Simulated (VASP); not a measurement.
# HgF3 (Fm-3m) in VASP: a series of runs

Runs on HgF3. Level: PBE. Tasks: single point.

Program: VASP 6.6.1. These are calculated values, not measurements. Logs are shortened: lines on timing, memory, paths and dates and some standing lists are left out, and cuts for length are marked.

### Step 1. The cell of the first run

The structure is cubic, space group Fm-3m (No. 225). Conventional cell: a = 5.726 Å, b = 5.726 Å, c = 5.726 Å, α = 90.00°, β = 90.00°, γ = 90.00°. Hg (site symmetry m-3m) has 14 F at 2.48 to 2.86 Å within 3.3 Å. Within 3.3 Å of F (site symmetry m-3m) lie 8 F at 2.48 Å and 6 Hg at 2.86 Å. Within 3.3 Å of F (site symmetry -43m) lie 4 Hg at 2.48 Å and 10 F at 2.48 to 2.86 Å.

### Step 2. Single point, PBE

Contents of INCAR:

```
PREC = Accurate
ENCUT = 520
EDIFF = 1E-6
ISMEAR = 0
SIGMA = 0.02
LREAL = F
LASPH = T
NELM = 100
ALGO = Normal
ISIF = 2
LWAVE = F
LCHARG = T
GGA = PE
LELF = T
LVHAR = T
NBANDS = 24
```

Contents of KPOINTS:

```
Automatic mesh
0
Gamma
  8 8 8
```

Contents of POSCAR:

```
HgF3
1.0
    4.0491352600      0.0000000000      0.0000000000
    2.0245676300      3.5066539985      0.0000000000
    2.0245676300      1.1688846662      3.3061050955
Hg F
1 3
Direct
    0.0000000000      0.0000000000      0.0000000000
    0.5000000000      0.5000000000      0.5000000000
    0.7500000000      0.7500000000      0.7500000000
    0.2500000000      0.2500000000      0.2500000000
```

Potentials or basis: VASP PAW PBE potentials, release 64 (Hg, F).

On the command line:

```sh
cat potpaw_PBE.64/Hg/POTCAR potpaw_PBE.64/F/POTCAR > POTCAR
mpirun -np 1 vasp_std > vasp.out
```

OUTCAR:

```text
PREC = Accurate
   ENCUT = 520
   EDIFF = 1E-6
   ISMEAR = 0
   LREAL = F
   LASPH = T
   NELM = 100
   ISIF = 2
   GGA = PE

 ion  position               nearest neighbor table
   1  0.000  0.000  0.000-   3 2.48   4 2.48   4 2.48   3 2.48   4 2.48   3 2.48   3 2.48   4 2.48
                             2 2.86   2 2.86   2 2.86   2 2.86   2 2.86   2 2.86
   2  0.500  0.500  0.500-   1 2.86   1 2.86   1 2.86   1 2.86   1 2.86   1 2.86
   3  0.750  0.750  0.750-   1 2.48   1 2.48   1 2.48   1 2.48
   4  0.250  0.250  0.250-   1 2.48   1 2.48   1 2.48   1 2.48

  LATTYP: Found a face centered cubic cell.
 ALAT       =     5.7263420006

  Lattice vectors:

 A1 = (   4.0491352600,   0.0000000000,   0.0000000000)
 A2 = (   2.0245676300,   3.5066539985,   0.0000000000)
 A3 = (   2.0245676300,   1.1688846662,   3.3061050955)

Analysis of symmetry for initial positions (statically):
=====================================================================
 Subroutine PRICEL returns:
 Original cell was already a primitive cell.

 Routine SETGRP: Setting up the symmetry group for a
 face centered cubic supercell.

 Subroutine GETGRP returns: Found 48 space group operations
 (whereof 48 operations were pure point group operations)
 out of a pool of 48 trial point group operations.

The static configuration has the point symmetry O_h .

Analysis of symmetry for dynamics (positions and initial velocities):
=====================================================================
 Subroutine PRICEL returns:
 Original cell was already a primitive cell.

 Routine SETGRP: Setting up the symmetry group for a
 face centered cubic supercell.

 Subroutine GETGRP returns: Found 48 space group operations
 (whereof 48 operations were pure point group operations)
 out of a pool of 48 trial point group operations.

The dynamic configuration has the point symmetry O_h .

 Subroutine INISYM returns: Found 48 space group operations
 (whereof 48 operations are pure point group operations),
 and found     1 'primitive' translations

----------------------------------------------------------------------------------------

                                     Primitive cell

  volume of cell :      46.9431

  direct lattice vectors                    reciprocal lattice vectors
     4.049135260  0.000000000  0.000000000     0.246966312 -0.142586066 -0.100823574
[... 89 lines left out ...]
   NELM   =    100;   NELMIN=  2; NELMDL= -5     # of ELM steps
   EDIFF  = 0.1E-05   stopping-criterion for ELM
   LREAL  =      F    real-space projection
   EDIFFG = 0.1E-04   stopping-criterion for IOM
   NSW    =      0    number of steps for IOM
   IBRION =     -1    ionic relax: 0-MD 1-quasi-New 2-CG
   NFREE  =      0    steps in history (QN), initial steepest desc. (CG)
   ISIF   =      2    stress and relaxation
   ISYM   =      2    0-nonsym 1-usesym 2-fastsym
   POTIM  = 0.5000    time-step for ionic-motion
   TEBEG  =    0.0;   TEEND  =   0.0 temperature during run
   PSTRESS=    0.0 pullay stress
   NELECT =      33.0000    total number of electrons
   NUPDOWN=      -1.0000    fix difference up-down
   EMIN   =  10.00;   EMAX   =-10.00  energy-range for DOS
   EFERMI =   0.00;   METHOD = LEGACY
   ISMEAR =     0;   SIGMA  =   0.02  broadening in eV -4-tet -1-fermi 0-gaus
   EFERMI_NEDOS =   21; number of points for ismear=-14 and -15
   IALGO  =     38    algorithm
   IMIX   =      4    mixing-type and parameters
     AMIX     =   0.40;   BMIX     =  1.00
     AMIX_MAG =   1.60;   BMIX_MAG =  1.00
  volume/ion in A,a.u.               =      11.74        79.20
  Fermi-wavevector in a.u.,A,eV,Ry     =   1.455645  2.750771 28.829424  2.118903
  Thomas-Fermi vector in A             =   2.572656
   LORBIT       =      0    0 simple, 1 ext, 2 COOP (PROOUT), +10 PAW based schemes
   GGA     = PE    functional components
   LHFCALC =     F    Hartree Fock is set to
   AEXX    =    0.0000 exact exchange contribution
   IVDW    =     0    specifies the selected vdW correction
   LEPSILON=     F    determine dielectric tensor
   LRPA    =     F    only Hartree local field effects (RPA)
 non-spin polarized calculation
 Gauss-broadening in eV      SIGMA  =   0.02
  energy-cutoff  :      520.00
  volume of cell :       46.94
 maximum number of plane-waves:      1283
   NGX = 15   NGY = 15   NGZ = 15

 number of electron      33.0000006 magnetization

 Free energy of the ion-electron system (eV)
  ---------------------------------------------------
  ext. energy  EPLUGINS =         0.00000000
  ---------------------------------------------------
  free energy    TOTEN  =        -8.60976822 eV

  energy without entropy =       -8.60607337  energy(sigma->0) =       -8.60792079

 E-fermi :  -0.7124     XC(G=0): -11.1164

 val. band max:       -0.7130085957   @ k =  -0.3750   0.2500   0.1250
 cond. band min:      -0.7122667799   @ k =   0.5000   0.2500   0.1250
 fundamental gap:      0.0007418158
 Fermi energy:        -0.7123695479

 k-point     1 :       0.0000    0.0000    0.0000
  band No.  band energies     occupation
      1     -21.9873      2.00000
      2     -20.9484      2.00000
      3     -20.0009      2.00000
      4      -5.6934      2.00000
      5      -5.6934      2.00000
      6      -5.6934      2.00000
[... 637 lines left out ...]
     23      18.8329      0.00000
     24      19.6264      0.00000

 [... further k-points ...]

------------------------ aborting loop because EDIFF is reached ----------------------------------------

  FORCE on cell =-STRESS in cart. coord.  units (eV):
  Direction    XX          YY          ZZ          XY          YZ          ZX
  --------------------------------------------------------------------------------------
  -------------------------------------------------------------------------------------
  Total        0.4012847      0.4012847      0.4012847     -0.0000000      0.0000000     -0.0000000
  in kB       13.6959221     13.6959221     13.6959221     -0.0000000      0.0000000     -0.0000000
  external PRESSURE =      13.6959221 kB  Pullay stress =       0.0000000 kB

 VOLUME and BASIS-vectors are now :
 -----------------------------------------------------------------------------
  energy-cutoff  :      520.00
  volume of cell :       46.94
      direct lattice vectors                 reciprocal lattice vectors
     4.049135260  0.000000000  0.000000000     0.246966312 -0.142586066 -0.100823574
     2.024567630  3.506653999  0.000000000     0.000000000  0.285172133 -0.100823574
     2.024567630  1.168884666  3.306105095     0.000000000  0.000000000  0.302470723

 POSITION                                       TOTAL-FORCE (eV/Angst)
 -----------------------------------------------------------------------------------
      0.00000      0.00000      0.00000         0.000000      0.000000      0.000000
      4.04914      2.33777      1.65305         0.000000      0.000000      0.000000
      6.07370      3.50665      2.47958         0.000000     -0.000000     -0.000000
      2.02457      1.16888      0.82653        -0.000000      0.000000      0.000000
 -----------------------------------------------------------------------------------
    total drift:                               -0.000000      0.000000      0.000000

  FREE ENERGIE OF THE ION-ELECTRON SYSTEM (eV)
  ---------------------------------------------------
  free  energy   TOTEN  =        -8.6097682153 eV

  energy  without entropy=       -8.6060733662  energy(sigma->0) =       -8.60792079
```

OSZICAR:

```text
N       E                     dE             d eps       ncg     rms          rms(c)
DAV:   1     0.252985241851E+03    0.25299E+03   -0.18656E+04  1392   0.136E+03
DAV:   2    -0.110791649005E+01   -0.25409E+03   -0.23824E+03  1496   0.358E+02
DAV:   3    -0.116572628924E+02   -0.10549E+02   -0.10409E+02  1608   0.770E+01
DAV:   4    -0.117077726038E+02   -0.50510E-01   -0.50506E-01  1568   0.552E+00
DAV:   5    -0.117079558905E+02   -0.18329E-03   -0.18329E-03  1672   0.316E-01    0.119E+01
DAV:   6    -0.966258889998E+01    0.20454E+01   -0.19100E+01  1696   0.524E+01    0.163E+01
DAV:   7    -0.890983405665E+01    0.75275E+00   -0.28123E+00  1512   0.172E+01    0.746E+00
DAV:   8    -0.866831981409E+01    0.24151E+00   -0.56581E-01  1664   0.106E+01    0.489E+00
DAV:   9    -0.862445575288E+01    0.43864E-01   -0.34109E-01  1472   0.743E+00    0.926E-01
DAV:  10    -0.860994117642E+01    0.14515E-01   -0.47112E-02  1608   0.344E+00    0.303E-01
DAV:  11    -0.860981938851E+01    0.12179E-03   -0.47599E-03  1560   0.629E-01    0.124E-01
DAV:  12    -0.860978028012E+01    0.39108E-04   -0.24096E-04  1568   0.152E-01    0.487E-02
DAV:  13    -0.860977716554E+01    0.31146E-05   -0.89084E-05  1552   0.123E-01    0.301E-02
DAV:  14    -0.860976844529E+01    0.87203E-05   -0.18208E-05  1584   0.419E-02    0.566E-03
DAV:  15    -0.860976821534E+01    0.22995E-06   -0.27765E-06  1424   0.270E-02
   1 F= -.86097682E+01 E0= -.86079208E+01  d E =-.369485E-02
```

stdout:

```text
POSCAR found type information on POSCAR HgF
 POSCAR found :  2 types and       4 ions
 scaLAPACK will be used
 LDA part: xc-table for (Slater+PW92), standard interpolation
 POSCAR, INCAR and KPOINTS ok, starting setup
 FFT: planning ... GRIDC
 FFT: planning ... GRID_SOFT
 FFT: planning ... GRID
 WAVECAR not read
 entering main loop
```

Run time: 79 s. Hardware: 1 thread of AMD EPYC 7R13, shared host; peak memory 0.16 GiB.

Results:

```
Free energy            : -8.6098 eV
Pressure               : 1.4 GPa
Band gap on the k mesh : zero (an odd number of electrons rules out a gap without spin polarisation)
```

Caveat: spin-orbit coupling is left out, which moves the levels of the heavy elements; an odd number of electrons without spin polarisation forces a metal; a magnetic or distorted state may lie lower.

### Step 3. Single point, PBE

Contents of INCAR:

```
PREC = Accurate
ENCUT = 520
EDIFF = 1E-6
ISMEAR = 1
SIGMA = 0.05
LREAL = F
LASPH = T
NELM = 80
ALGO = Normal
ISIF = 2
LWAVE = F
LCHARG = F
GGA = PE
NBANDS = 24
```

Contents of KPOINTS:

```
Automatic mesh
0
Gamma
  7 7 7
```

Contents of POSCAR:

```
HgF3
1.0
    0.0000000000      2.8631710000      2.8631710000
    2.8631710000      0.0000000000      2.8631710000
    2.8631710000      2.8631710000      0.0000000000
Hg F
1 3
Direct
    0.0000000000      0.0000000000      0.0000000000
    0.5000000000      0.5000000000      0.5000000000
    0.7500000000      0.7500000000      0.7500000000
    0.2500000000      0.2500000000      0.2500000000
```

Potentials or basis: VASP PAW PBE potentials, release 64 (Hg, F).

On the command line:

```sh
cat potpaw_PBE.64/Hg/POTCAR potpaw_PBE.64/F/POTCAR > POTCAR
mpirun -np 1 vasp_std > vasp.out
```

OUTCAR:

```text
PREC = Accurate
   ENCUT = 520
   EDIFF = 1E-6
   ISMEAR = 1
   LREAL = F
   LASPH = T
   NELM = 80
   ISIF = 2
   GGA = PE

 ion  position               nearest neighbor table
   1  0.000  0.000  0.000-   3 2.48   4 2.48   3 2.48   3 2.48   3 2.48   4 2.48   4 2.48   4 2.48
                             2 2.86   2 2.86   2 2.86   2 2.86   2 2.86   2 2.86
   2  0.500  0.500  0.500-   1 2.86   1 2.86   1 2.86   1 2.86   1 2.86   1 2.86
   3  0.750  0.750  0.750-   1 2.48   1 2.48   1 2.48   1 2.48
   4  0.250  0.250  0.250-   1 2.48   1 2.48   1 2.48   1 2.48

  LATTYP: Found a face centered cubic cell.
 ALAT       =     5.7263420000

  Lattice vectors:

 A1 = (   0.0000000000,   2.8631710000,   2.8631710000)
 A2 = (   2.8631710000,   0.0000000000,   2.8631710000)
 A3 = (   2.8631710000,   2.8631710000,   0.0000000000)

Analysis of symmetry for initial positions (statically):
=====================================================================
 Subroutine PRICEL returns:
 Original cell was already a primitive cell.

[... 166 lines left out ...]

  energy without entropy =       -8.60859346  energy(sigma->0) =       -8.60984171

 E-fermi :  -0.7274     XC(G=0): -11.1165

 val. band max:       -0.7279286276   @ k =   0.2857   0.0000   0.0000
 cond. band min:      -0.7205076248   @ k =   0.4286   0.2857   0.1429
 fundamental gap:      0.0074210028
 Fermi energy:        -0.7273995639

 k-point     1 :       0.0000    0.0000    0.0000
  band No.  band energies     occupation
      1     -21.9870      2.00000
      2     -20.9498      2.00000
      3     -19.9953      2.00000
      4      -5.6965      2.00000
      5      -5.6965      2.00000
      6      -5.6965      2.00000
[... 529 lines left out ...]
     23      18.6691      0.00000
     24      18.7770      0.00000

------------------------ aborting loop because EDIFF is reached ----------------------------------------

  FORCE on cell =-STRESS in cart. coord.  units (eV):
  Direction    XX          YY          ZZ          XY          YZ          ZX
  --------------------------------------------------------------------------------------
  -------------------------------------------------------------------------------------
  Total        0.3925293      0.3925293      0.3925293     -0.0000000      0.0000000      0.0000000
  in kB       13.3971017     13.3971017     13.3971017     -0.0000000      0.0000000      0.0000000
  external PRESSURE =      13.3971017 kB  Pullay stress =       0.0000000 kB

 VOLUME and BASIS-vectors are now :
 -----------------------------------------------------------------------------
  energy-cutoff  :      520.00
  volume of cell :       46.94
      direct lattice vectors                 reciprocal lattice vectors
     0.000000000  2.863171000  2.863171000    -0.174631554  0.174631554  0.174631554
     2.863171000  0.000000000  2.863171000     0.174631554 -0.174631554  0.174631554
     2.863171000  2.863171000  0.000000000     0.174631554  0.174631554 -0.174631554

 POSITION                                       TOTAL-FORCE (eV/Angst)
 -----------------------------------------------------------------------------------
      0.00000      0.00000      0.00000        -0.000000      0.000000     -0.000000
      2.86317      2.86317      2.86317        -0.000000      0.000000     -0.000000
      4.29476      4.29476      4.29476         0.000000      0.000000      0.000000
      1.43159      1.43159      1.43159        -0.000000     -0.000000     -0.000000
 -----------------------------------------------------------------------------------
    total drift:                                0.000000     -0.000000      0.000000

  FREE ENERGIE OF THE ION-ELECTRON SYSTEM (eV)
  ---------------------------------------------------
  free  energy   TOTEN  =        -8.6104658358 eV

  energy  without entropy=       -8.6085934602  energy(sigma->0) =       -8.60984171
```

OSZICAR:

```text
N       E                     dE             d eps       ncg     rms          rms(c)
DAV:   1     0.251189198222E+03    0.25119E+03   -0.18810E+04   976   0.137E+03
DAV:   2    -0.103376536808E+01   -0.25222E+03   -0.23602E+03  1008   0.355E+02
DAV:   3    -0.116555934622E+02   -0.10622E+02   -0.10481E+02  1112   0.771E+01
DAV:   4    -0.117054170788E+02   -0.49824E-01   -0.49817E-01  1056   0.548E+00
DAV:   5    -0.117055975268E+02   -0.18045E-03   -0.18045E-03  1168   0.313E-01    0.119E+01
DAV:   6    -0.966360298092E+01    0.20420E+01   -0.19832E+01  1136   0.524E+01    0.163E+01
DAV:   7    -0.890875145595E+01    0.75485E+00   -0.27961E+00  1048   0.172E+01    0.743E+00
DAV:   8    -0.867157339641E+01    0.23718E+00   -0.57440E-01  1168   0.106E+01    0.491E+00
DAV:   9    -0.862762935075E+01    0.43944E-01   -0.32082E-01  1016   0.746E+00    0.104E+00
DAV:  10    -0.861178999063E+01    0.15839E-01   -0.54504E-02  1072   0.369E+00    0.470E-01
DAV:  11    -0.861061471284E+01    0.11753E-02   -0.67831E-03  1056   0.852E-01    0.184E-01
DAV:  12    -0.861048522416E+01    0.12949E-03   -0.55879E-04  1080   0.215E-01    0.576E-02
DAV:  13    -0.861050582627E+01   -0.20602E-04   -0.22836E-04  1096   0.192E-01    0.648E-02
DAV:  14    -0.861046605093E+01    0.39775E-04   -0.52852E-05  1144   0.780E-02    0.135E-02
DAV:  15    -0.861046583584E+01    0.21509E-06   -0.62982E-06  1040   0.314E-02
   1 F= -.86104658E+01 E0= -.86098417E+01  d E =-.187238E-02
```

Run time: 47 s. Hardware: 1 thread of Intel Xeon 8259CL, shared host; peak memory 0.18 GiB.

Results:

| Property | Result |
| --- | --- |
| Free energy | -8.6105 eV |
| Pressure | 1.3 GPa |
| Band gap on the k mesh | zero (an odd number of electrons rules out a gap without spin polarisation) |

Caveat: spin-orbit coupling is left out, which moves the levels of the heavy elements; an odd number of electrons without spin polarisation forces a metal; a magnetic or distorted state may lie lower.
